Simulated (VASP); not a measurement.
Set up this calculation in VASP 6.6.1, as the native input.

```yaml
Task: single point
Functional: LDA
Potentials_or_basis: VASP PAW LDA potentials, release 64 (B, P)
Cutoff: 520 eV
k_mesh: 15 × 15 × 15
Occupations: fermi-dirac, width 0.05 eV
Spin: no spin polarisation
Dipole_correction: no
Further_INCAR_settings: ALGO = Normal; EDIFF = 1e-06; NBANDS = 11
```

The structure of BP lies in POSCAR:

```
BP
1.0
    0.0000000000      2.2840269280      2.2840269280
    2.2840269280      0.0000000000      2.2840269280
    2.2840269280      2.2840269280      0.0000000000
B P
1 1
Direct
    0.0000000000      0.0000000000      0.0000000000
    0.7500000000      0.7500000000      0.7500000000
```

This cell differs from its parent crystal: volume scaled by 1.02.

The input as run:

INCAR

```
ALGO = Normal
EDIFF = 1E-6
ENCUT = 520
ISIF = 2
ISMEAR = -1
LASPH = True
LCHARG = False
LREAL = False
LWAVE = False
NBANDS = 11
NELM = 100
PREC = Accurate
SIGMA = 0.05
```

KPOINTS

```
k-points
0
Gamma
  15 15 15
```

Potentials or basis: VASP PAW LDA potentials, release 64 (B, P).

Command:

```console
$ cat potpaw_LDA.64/B/POTCAR potpaw_LDA.64/P/POTCAR > POTCAR
$ mpirun -np 1 vasp_std > vasp.out
```

Results of the run:

| Quantity | Value |
| --- | --- |
| Pressure | -8.3 GPa |
| Band gap on the k mesh | 1.21 eV, indirect (least direct gap 3.35 eV) |

Wall time 42 s on 1 thread of AMD EPYC 7R43 64-Core Processor (Zen 3), on a shared host, peak memory 0.11 GiB.
